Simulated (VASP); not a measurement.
Here is a VASP 6.6.1 calculation.

Contents of INCAR:

```
PREC = Accurate
ENCUT = 840
EDIFF = 1E-6
ISMEAR = 0
SIGMA = 0.1
LREAL = F
LASPH = T
NELM = 120
ALGO = Normal
ISIF = 2
LWAVE = F
LCHARG = F
GGA = PE
NBANDS = 22
GGA_COMPAT = F
```

KPOINTS

```
regular mesh
0
Gamma
  6 6 6
```

Contents of POSCAR:

```
MgC
1.0
    1.8336655765     -4.1536064275      0.0000000000
    1.8336655765      4.1536064275      0.0000000000
    0.0000000000      0.0000000000      2.7260418644
Mg C
2 2
Direct
    0.8544583266      0.1455416734      0.2500000000
    0.1455416734      0.8544583266      0.7500000000
    0.5544448824      0.4455551176      0.2500000000
    0.4455551176      0.5544448824      0.7500000000
```

Potentials or basis: VASP PAW PBE potentials, release 64 (Mg_sv, C).

Command:

```console
$ cat potpaw_PBE.64/Mg_sv/POTCAR potpaw_PBE.64/C/POTCAR > POTCAR
$ mpirun -np 1 vasp_std > vasp.out
```

(1) Estimate the band gap on the k mesh.

(2) Estimate the largest force.

(3) Predict the pressure.

## Answers

(1) zero (bands 14 and 15 overlap by 0.07 eV).

(2) 0.005 eV/Å.

(3) -0.3 GPa.

Caveat: the k points lie up to 0.38 Å⁻¹ apart.
